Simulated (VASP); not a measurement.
Write the native input for VASP 6.6.1 that does the following.

```yaml
Task: single point
Functional: PBEsol
Dispersion: D3(BJ)
Potentials_or_basis: VASP PAW PBE potentials, release 64 (Sn_d, O)
Cutoff: 600 eV
k_mesh: 12 × 12 × 10
Occupations: gaussian, width 0.15 eV
Spin: no spin polarisation
Dipole_correction: no
Further_INCAR_settings: ALGO = Normal; EDIFF = 1e-06; NBANDS = 28
```

The structure of SnO lies in POSCAR:

```
SnO
1.0
    3.7703910616      0.0000000000      0.0000000000
    0.0000000000      3.7703910616     -0.1885195531
    0.0000000000     -0.2281685143      4.5633702865
Sn O
2 2
Direct
    0.0000000000      0.5000000000      0.2532585894
    0.5000000000      0.0000000000      0.7467414106
    0.0000000000      0.0000000000      0.0000000000
    0.5000000000      0.5000000000      0.0000000000
```

This cell differs from its parent crystal: strain -0.1000 x Voigt [0, 0, 0, 1, 0, 0].

These files were run (other wordings do the same):

INCAR

```
PREC = Accurate
ENCUT = 600
EDIFF = 1E-6
ISMEAR = 0
SIGMA = 0.15
LREAL = False
LASPH = True
NELM = 120
ALGO = Normal
ISIF = 2
LWAVE = False
LCHARG = False
GGA = PS
IVDW = 12
NBANDS = 28
GGA_COMPAT = False
```

KPOINTS

```
regular mesh
0
Gamma
  12 12 10
```

Potentials or basis: VASP PAW PBE potentials, release 64 (Sn_d, O).

Run with:

```bash
$ cat potpaw_PBE.64/Sn_d/POTCAR potpaw_PBE.64/O/POTCAR > POTCAR
$ mpirun -np 1 vasp_std > vasp.out
```

Results of the run:

The pressure is 1.5 GPa, the largest force is 0.680 eV/Å and the band gap on the k mesh is zero (bands 20 and 21 overlap by 0.40 eV). The dispersion energy per atom is -0.234 eV.

Caveat: the cell differs from its parent crystal (strain -0.1000 x Voigt [0, 0, 0, 1, 0, 0]); semilocal functionals underestimate gaps, and a narrow one can read as zero; the PAW data sets were made with another functional, which shifts forces and pressure a little; spin-orbit coupling is left out, which moves the levels of the heavy elements.

Run time: 8.5 min on 1 thread of Oxide Virtual Turin-like Processor, with other jobs on the host, peak memory 0.76 GiB.
